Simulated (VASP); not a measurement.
# In (Pm-3m) in VASP: further runs

In is run at these levels: LDA; tasks: single point, relaxation of cell and atoms.

Program: VASP 6.6.1. These are calculated values, not measurements. Logs are shortened: lines on timing, memory, paths and dates and some standing lists are left out, and cuts for length are marked.

## Step 1: The cell of the first run

The structure is cubic, space group Pm-3m (No. 221). The conventional cell has a = 2.500 Å, b = 2.500 Å, c = 2.500 Å, α = 90.00°, β = 90.00°, γ = 90.00°. Within 3.3 Å of In (site symmetry m-3m) lie 6 In at 2.50 Å.

## Step 2: Single point, LDA

File INCAR:

```
SYSTEM = In
PREC = Accurate ; ENCUT = 520
EDIFF = 1E-6 ; ISMEAR = -1
SIGMA = 0.1 ; LREAL = .False.
LASPH = .True. ; NELM = 60
ALGO = Normal ; ISIF = 2
LWAVE = .False. ; LCHARG = .True.
GGA = CA ; LELF = .True.
LVHAR = .True. ; NBANDS = 12
```

File KPOINTS:

```
regular mesh
0
Gamma
  15 15 15
  0 0 0
```

File POSCAR:

```
In
1.0
    2.5001955247      0.0000000000      0.0000000000
    0.0000000000      2.5001955247      0.0000000000
    0.0000000000      0.0000000000      2.5001955247
In
1
Direct
    0.0000000000      0.0000000000      0.0000000000
```

Potentials or basis: VASP PAW LDA potentials, release 64 (In_d).

Command:

```
cat potpaw_LDA.64/In_d/POTCAR > POTCAR
mpirun -np 1 vasp_std > vasp.out
```

OUTCAR:

```text
SYSTEM = In
   PREC = Accurate
   ENCUT = 520
   EDIFF = 1E-6
   ISMEAR = -1
   LREAL = .False.
   LASPH = .True.
   NELM = 60
   ISIF = 2
   GGA = CA

 ion  position               nearest neighbor table
   1  0.000  0.000  0.000-

  LATTYP: Found a simple cubic cell.
 ALAT       =     2.5001955247

  Lattice vectors:

 A1 = (   2.5001955247,   0.0000000000,   0.0000000000)
 A2 = (   0.0000000000,   2.5001955247,   0.0000000000)
 A3 = (   0.0000000000,   0.0000000000,   2.5001955247)

Analysis of symmetry for initial positions (statically):
=====================================================================
 Subroutine PRICEL returns:
 Original cell was already a primitive cell.

 Routine SETGRP: Setting up the symmetry group for a
 simple cubic supercell.

 Subroutine GETGRP returns: Found 48 space group operations
 (whereof 48 operations were pure point group operations)
 out of a pool of 48 trial point group operations.

The static configuration has the point symmetry O_h .

Analysis of symmetry for dynamics (positions and initial velocities):
=====================================================================
 Subroutine PRICEL returns:
 Original cell was already a primitive cell.

 Routine SETGRP: Setting up the symmetry group for a
 simple cubic supercell.

 Subroutine GETGRP returns: Found 48 space group operations
 (whereof 48 operations were pure point group operations)
 out of a pool of 48 trial point group operations.

The dynamic configuration has the point symmetry O_h .

 Subroutine INISYM returns: Found 48 space group operations
 (whereof 48 operations are pure point group operations),
 and found     1 'primitive' translations

----------------------------------------------------------------------------------------

                                     Primitive cell

  volume of cell :      15.6287

  direct lattice vectors                    reciprocal lattice vectors
     2.500195525  0.000000000  0.000000000     0.399968718  0.000000000  0.000000000
     0.000000000  2.500195525  0.000000000     0.000000000  0.399968718  0.000000000
     0.000000000  0.000000000  2.500195525     0.000000000  0.000000000  0.399968718

  length of vectors
     2.500195525  2.500195525  2.500195525     0.399968718  0.399968718  0.399968718

  position of ions in fractional coordinates (direct lattice)
     0.000000000  0.000000000  0.000000000

  ion indices of the primitive-cell ions
   primitive index   ion index
                 1           1

----------------------------------------------------------------------------------------

 KPOINTS: regular mesh

Automatic generation of k-mesh.
 Grid dimensions read from file:
 generate k-points for:   15   15   15

 Generating k-lattice:

  Cartesian coordinates                     Fractional coordinates (reciprocal lattice)
     0.026664581  0.000000000  0.000000000     0.066666667  0.000000000  0.000000000
     0.000000000  0.026664581  0.000000000     0.000000000  0.066666667  0.000000000
     0.000000000  0.000000000  0.026664581     0.000000000  0.000000000  0.066666667

  Length of vectors
     0.026664581  0.026664581  0.026664581

  Shift w.r.t. Gamma in fractional coordinates (k-lattice)
     0.000000000  0.000000000  0.000000000

 Subroutine IBZKPT returns following result:
 ===========================================

 Found    120 irreducible k-points:

 Following reciprocal coordinates:
            Coordinates               Weight
  0.000000  0.000000  0.000000      1.000000
  0.066667  0.000000  0.000000      6.000000
  0.133333  0.000000  0.000000      6.000000
  0.200000  0.000000  0.000000      6.000000
  0.266667  0.000000  0.000000      6.000000
  0.333333  0.000000  0.000000      6.000000
[... 16 lines left out ...]
  0.266667  0.200000  0.000000     24.000000
  0.333333  0.200000  0.000000     24.000000
 [... further k-points ...]
   k-points           NKPTS =    120   k-points in BZ     NKDIM =    120   number of bands    NBANDS=     12
   number of dos      NEDOS =    301   number of ions     NIONS =      1
   total plane-waves  NPLWV =   8000
   dimension x,y,z NGX =    20 NGY =   20 NGZ =   20
   dimension x,y,z NGXF=    40 NGYF=   40 NGZF=   40
   ions per type =               1
   NGX,Y,Z   is equivalent  to a cutoff of  13.30, 13.30, 13.30 a.u.
   NGXF,Y,Z  is equivalent  to a cutoff of  26.60, 26.60, 26.60 a.u.
 SYSTEM =  In
   PREC   = accura    normal or accurate (medium, high low for compatibility)
   ISTART =      0    job   : 0-new  1-cont  2-samecut
   ICHARG =      2    charge: 1-file 2-atom 10-const
   ISPIN  =      1    spin polarized calculation?
   LNONCOLLINEAR =      F non collinear calculations
   LSORBIT =      F    spin-orbit coupling
   LASPH  =      T    aspherical Exc in radial PAW
   ENCUT  =  520.0 eV  38.22 Ry    6.18 a.u.   4.65  4.65  4.65*2*pi/ulx,y,z
   NELM   =     60;   NELMIN=  2; NELMDL= -5     # of ELM steps
   EDIFF  = 0.1E-05   stopping-criterion for ELM
   LREAL  =      F    real-space projection
   EDIFFG = 0.1E-04   stopping-criterion for IOM
   NSW    =      0    number of steps for IOM
   IBRION =     -1    ionic relax: 0-MD 1-quasi-New 2-CG
   NFREE  =      0    steps in history (QN), initial steepest desc. (CG)
   ISIF   =      2    stress and relaxation
   ISYM   =      2    0-nonsym 1-usesym 2-fastsym
   POTIM  = 0.5000    time-step for ionic-motion
   TEBEG  =    0.0;   TEEND  =   0.0 temperature during run
   PSTRESS=    0.0 pullay stress
   NELECT =      13.0000    total number of electrons
   NUPDOWN=      -1.0000    fix difference up-down
   EMIN   =  10.00;   EMAX   =-10.00  energy-range for DOS
   EFERMI =   0.00;   METHOD = LEGACY
   ISMEAR =    -1;   SIGMA  =   0.10  broadening in eV -4-tet -1-fermi 0-gaus
   EFERMI_NEDOS =   21; number of points for ismear=-14 and -15
   IALGO  =     38    algorithm
   IMIX   =      4    mixing-type and parameters
     AMIX     =   0.40;   BMIX     =  1.00
     AMIX_MAG =   1.60;   BMIX_MAG =  1.00
  volume/ion in A,a.u.               =      15.63       105.47
  Fermi-wavevector in a.u.,A,eV,Ry     =   1.539626  2.909472 32.251917  2.370449
  Thomas-Fermi vector in A             =   2.645828
   LORBIT       =      0    0 simple, 1 ext, 2 COOP (PROOUT), +10 PAW based schemes
   GGA     = CA    functional components
   LHFCALC =     F    Hartree Fock is set to
   AEXX    =    0.0000 exact exchange contribution
   IVDW    =     0    specifies the selected vdW correction
   LEPSILON=     F    determine dielectric tensor
   LRPA    =     F    only Hartree local field effects (RPA)
 non-spin polarized calculation
  energy-cutoff  :      520.00
  volume of cell :       15.63
 maximum number of plane-waves:       445
 NGX is ok and might be reduce to    20
   NGX =  9   NGY =  9   NGZ =  9

 number of electron      13.0000013 magnetization

 Free energy of the ion-electron system (eV)
  ---------------------------------------------------
  ext. energy  EPLUGINS =         0.00000000
  ---------------------------------------------------
  free energy    TOTEN  =        -1.36573270 eV

  energy without entropy =       -1.35756461  energy(sigma->0) =       -1.36164866

 E-fermi :  14.8542     XC(G=0): -13.1518

 val. band max:       14.8498978848   @ k =   0.3333   0.1333   0.1333
 cond. band min:      14.8887608769   @ k =   0.3333   0.2000   0.0000
 fundamental gap:      0.0388629921
 Fermi energy:        14.8541600534

 k-point     1 :       0.0000    0.0000    0.0000
  band No.  band energies     occupation
      1      -2.7313      2.00000
      2      -2.7313      2.00000
      3       0.1205      2.00000
      4       0.1205      2.00000
      5       0.1205      2.00000
      6       0.7575      2.00000
      7      25.0130      0.00000
      8      25.0130      0.00000
      9      25.0130      0.00000
     10      30.2517      0.00000
     11      30.2517      0.00000
     12      32.6060      0.00000

 k-point     2 :       0.0667    0.0000    0.0000
  band No.  band energies     occupation
      1      -2.7213      2.00000
      2      -2.6602      2.00000
      3       0.0809      2.00000
      4       0.0809      2.00000
      5       0.1238      2.00000
      6       0.8798      2.00000
      7      23.7674      0.00000
      8      25.1807      0.00000
      9      25.1807      0.00000
     10      30.1888      0.00000
     11      30.9057      0.00000
     12      33.3250      0.00000

 k-point     3 :       0.1333    0.0000    0.0000
  band No.  band energies     occupation
      1      -2.6929      2.00000
      2      -2.4655      2.00000
      3      -0.0296      2.00000
      4      -0.0296      2.00000
      5       0.1331      2.00000
      6       1.2573      2.00000
      7      21.4008      0.00000
      8      25.6716      0.00000
      9      25.6716      0.00000
     10      30.0062      0.00000
     11      31.3160      0.00000
     12      35.6433      0.00000
[... 286 lines left out ...]
 k-point    23 :       0.2667    0.2000    0.0000
  band No.  band energies     occupation
      1      -2.2889      2.00000
      2      -1.4272      2.00000
      3      -0.8927      2.00000
      4      -0.3310      2.00000
      5      -0.1320      2.00000
      6       4.0168      2.00000
      7      17.2656      0.00000
      8      20.9976      0.00000
      9      28.9467      0.00000
     10      30.1392      0.00000
     11      31.9947      0.00000
     12      37.2219      0.00000

 k-point    24 :       0.3333    0.2000    0.0000
  band No.  band energies     occupation
      1      -2.2246      2.00000
      2      -1.1342      2.00000
      3      -1.0896      2.00000
      4      -0.4918      2.00000
      5      -0.1137      2.00000
      6       5.2308      2.00000
      7      14.8888      0.82870
      8      21.9598      0.00000
      9      29.1409      0.00000
     10      30.1581      0.00000
     11      31.0156      0.00000
     12      36.5981      0.00000

 [... further k-points ...]

------------------------ aborting loop because EDIFF is reached ----------------------------------------

  FORCE on cell =-STRESS in cart. coord.  units (eV):
  Direction    XX          YY          ZZ          XY          YZ          ZX
  --------------------------------------------------------------------------------------
  -------------------------------------------------------------------------------------
  Total        8.8910754      8.8910754      8.8910754      0.0000000     -0.0000000      0.0000000
  in kB      911.4712144    911.4712144    911.4712144      0.0000000     -0.0000000      0.0000000
  external PRESSURE =     911.4712144 kB  Pullay stress =       0.0000000 kB

 VOLUME and BASIS-vectors are now :
 -----------------------------------------------------------------------------
  energy-cutoff  :      520.00
  volume of cell :       15.63
      direct lattice vectors                 reciprocal lattice vectors
     2.500195525  0.000000000  0.000000000     0.399968718  0.000000000  0.000000000
     0.000000000  2.500195525  0.000000000     0.000000000  0.399968718  0.000000000
     0.000000000  0.000000000  2.500195525     0.000000000  0.000000000  0.399968718

 POSITION                                       TOTAL-FORCE (eV/Angst)
 -----------------------------------------------------------------------------------
      0.00000      0.00000      0.00000         0.000000      0.000000      0.000000
 -----------------------------------------------------------------------------------
    total drift:                               -0.000000     -0.000000     -0.000000

  FREE ENERGIE OF THE ION-ELECTRON SYSTEM (eV)
  ---------------------------------------------------
  free  energy   TOTEN  =        -1.3657327030 eV

  energy  without entropy=       -1.3575646113  energy(sigma->0) =       -1.36164866
```

Run time: 26 s. Hardware: 1 thread of AMD EPYC 7R13, shared host; peak memory 0.1 GiB.

What came out:

```
Free energy : -1.3657 eV
Pressure    : 91.1 GPa
```

Caveat: spin-orbit coupling is left out, which moves the levels of the heavy elements.

## Step 3: Single point, LDA

File INCAR:

```
SYSTEM = In
PREC     = Accurate       ! precision mode
ENCUT    = 520            ! plane-wave cutoff, eV
EDIFF    = 1E-6           ! SCF threshold, eV
ISMEAR   = -1             ! smearing method
SIGMA    = 0.1            ! smearing width, eV
LREAL    = .FALSE.        ! projectors in reciprocal space
LASPH    = .TRUE.         ! aspherical terms in the spheres
NELM     = 60             ! most SCF steps
ALGO     = Normal         ! electronic algorithm
ISIF     = 2              ! what is computed and relaxed
LWAVE    = .FALSE.        ! write WAVECAR
LCHARG   = .TRUE.         ! write CHGCAR
LELF     = .TRUE.         ! ELF
LVHAR    = .TRUE.       
NBANDS   = 12             ! bands
```

File KPOINTS:

```
Automatic mesh
0
G
  15 15 15
  0 0 0
```

File POSCAR:

```
In
1.0
    2.5004645517      0.0000000000      0.0000000000
    0.0000000000      2.5004645517      0.0000000000
    0.0000000000      0.0000000000      2.5004645517
In
1
Direct
    0.0000000000      0.0000000000      0.0000000000
```

Potentials or basis: VASP PAW LDA potentials, release 64 (In_d).

Command:

```
cat potpaw_LDA.64/In_d/POTCAR > POTCAR
mpirun -np 1 vasp_std > vasp.out
```

Run time: 33 s. Hardware: 1 thread of AMD EPYC 7R13, shared host; peak memory 0.1 GiB.

It converged, with:

| Item | Value |
| --- | --- |
| Free energy | -1.3686 eV |
| Pressure | 91.0 GPa |

Levels at points of the mesh, in eV from the Fermi level:
```tsv
k point	band 2	band 3	band 4	band 5	band 6	band 7	band 8	band 9	band 10	band 11
(0.00, 0.00, 0.00)	-17.58	-14.73	-14.73	-14.73	-14.09	10.16	10.16	10.16	15.39	15.39
```

Caveat: spin-orbit coupling is left out, which moves the levels of the heavy elements.

## Step 4: Relaxation of cell and atoms, LDA, target pressure 90 GPa, at which the enthalpy is minimised

This run uses another cell than the first one, of 15.42 Å³/atom, 0.986 times its volume.

File INCAR:

```
SYSTEM = In
PREC = Accurate
ENCUT = 600
EDIFF = 1E-7
ISMEAR = -1
SIGMA = 0.1
LREAL = .False.
LASPH = .True.
NELM = 60
ALGO = Normal
ISIF = 3
LWAVE = .False.
LCHARG = .False.
GGA = CA
IBRION = 2
NSW = 60
EDIFFG = -0.005
PSTRESS = 900.0
```

File KPOINTS:

```
regular mesh
0
Gamma
  15 15 15
  0 0 0
```

File POSCAR:

```
In
1.0
    2.4888785057      0.0000000000      0.0000000000
    0.0000000000      2.4888785057      0.0000000000
    0.0000000000      0.0000000000      2.4888785057
In
1
Direct
    0.0000000000      0.0000000000      0.0000000000
```

Command:

```
cat potpaw_LDA.64/In_d/POTCAR > POTCAR
mpirun -np 1 vasp_std > vasp.out
```

It took 89 s on 1 thread of AMD EPYC 7R13, shared host; peak memory 0.11 GiB.

Results (log left out):

```yaml
Free_energy: -1.3943 eV
Relaxed_volume: 15.68 Å³/atom
Relaxed_cell: a = 2.503 Å, b = 2.503 Å, c = 2.503 Å, α = 90.00°, β = 90.00°, γ = 90.00°
Space_group_after_relaxing_to_0.05_Å: Pm-3m (No. 221)
Energy_change_on_relaxing_the_enthalpy_is_what_falls: -152.7 meV/atom
Ionic_steps: 4
Pressure_after_relaxing: 90.0 GPa
```

The path:
| step | energy change (eV) | largest force (eV/Å) | pressure (GPa) | volume (Å³) |
| --- | --- | --- | --- | --- |
| 1 | 0.0000 | 0.0000 | 96.98 | 15.42 |
| 2 | -0.7555 | 0.0000 | 62.04 | 16.96 |
| 3 | -0.1570 | 0.0000 | 89.80 | 15.69 |
| 4 | -0.1527 | 0.0000 | 89.97 | 15.68 |

Final structure:
```xyz
1
Lattice="2.5029 0.0000 0.0000 0.0000 2.5029 0.0000 0.0000 0.0000 2.5029" Properties=species:S:1:pos:R:3 pbc="T T T"
In    0.0000    0.0000    0.0000
```

Levels at points of the mesh, in eV from the Fermi level:
```tsv
k point	band 4	band 5	band 6	band 7	band 8	band 9
(0.00, 0.00, 0.00)	-14.73	-14.73	-14.06	10.15	10.15	10.15
```

Caveat: the cell is relaxed towards a set pressure, so the enthalpy falls and the energy may rise; spin-orbit coupling is left out, which moves the levels of the heavy elements.

(Part 1 of 2 ends here.)
